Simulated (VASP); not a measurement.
# GaN: single point with PBEsol

Crystal: GaN.

```xyz
4
Lattice="3.1105 0.0000 0.0000 -1.5553 2.6938 0.0000 0.0000 0.0000 5.0692" Properties=species:S:1:pos:R:3 pbc="T T T"
Ga    0.0000    1.7959   -0.0034
Ga    1.5553    0.8979    2.5312
N     0.0000    1.7959    1.9044
N     1.5553    0.8979    4.4390
```

```
Program             : VASP 6.6.1
Task                : single point
Functional          : PBEsol
Potentials or basis : VASP PAW PBE potentials, release 64 (Ga_d, N)
Cutoff              : 520 eV
k mesh              : 8 × 8 × 4
Occupations         : gaussian, width 0.01 eV
Spin                : no spin polarisation
```

```
Pressure               : 14.7 GPa
Band gap on the k mesh : 2.35 eV, direct
```

Levels at points of the mesh, in eV from the valence-band top:
```tsv
k point	band 15	band 16	band 17	band 18	band 19	band 20	band 21	band 22
(0.00, 0.00, 0.00)	-1.14	-0.06	0.00	0.00	2.35	4.66	9.50	10.21
(0.50, 0.00, 0.00)	-4.60	-3.04	-2.47	-1.10	5.13	5.84	6.20	9.15
(0.00, 0.00, 0.50)	-0.58	-0.58	-0.58	-0.58	4.65	4.65	8.74	8.74
(0.50, 0.00, 0.50)	-2.15	-2.15	-2.08	-2.08	4.50	4.50	8.13	8.13
```

Wall time 16 s on 1 thread of Intel(R) Xeon(R) Platinum 8488C (Sapphire Rapids), with other jobs on the host, peak memory 0.17 GiB.

Caveat: the PAW data sets were made with another functional, which shifts forces and pressure a little. PBEsol gaps usually lie below the measured ones, often by a third to a half.
